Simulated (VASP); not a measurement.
A run of VASP 6.6.1:

The input INCAR:

```
  PREC = Accurate
  ENCUT = 630
  EDIFF = 1E-6
  ISMEAR = -1
  SIGMA = 0.02
  LREAL = F
  LASPH = T
  NELM = 120
  ALGO = Normal
  ISIF = 2
  LWAVE = F
  LCHARG = F
  GGA = PE
  NBANDS = 20
  GGA_COMPAT = F
```

Contents of KPOINTS:

```
Automatic mesh
0
Gamma
  8 8 8
```

POSCAR

```
AgCl
1.0
    3.3919660813     -0.0036219606     -0.0036219606
   -0.0036219606      3.3919660813     -0.0036219606
   -0.0036219606     -0.0036219606      3.3919660813
Ag Cl
1 1
Direct
    0.0000000000      0.0000000000      0.0000000000
    0.5000000000      0.5000000000      0.5000000000
```

Potentials or basis: VASP PAW PBE potentials, release 64 (Ag_sv_GW, Cl).

Launch:

```sh
$ cat potpaw_PBE.64/Ag_sv_GW/POTCAR potpaw_PBE.64/Cl/POTCAR > POTCAR
$ mpirun -np 1 vasp_std > vasp.out
```

Hardware: 1 thread of AMD EPYC 7R13 Processor (Zen 3), with other jobs on the host.

Question: How long does it take, and how much memory?

Answer: Run time: 63 s on 1 thread of AMD EPYC 7R13 Processor (Zen 3), with other jobs on the host, peak memory 0.19 GiB. Counts: scf iterations 13, k points 65.
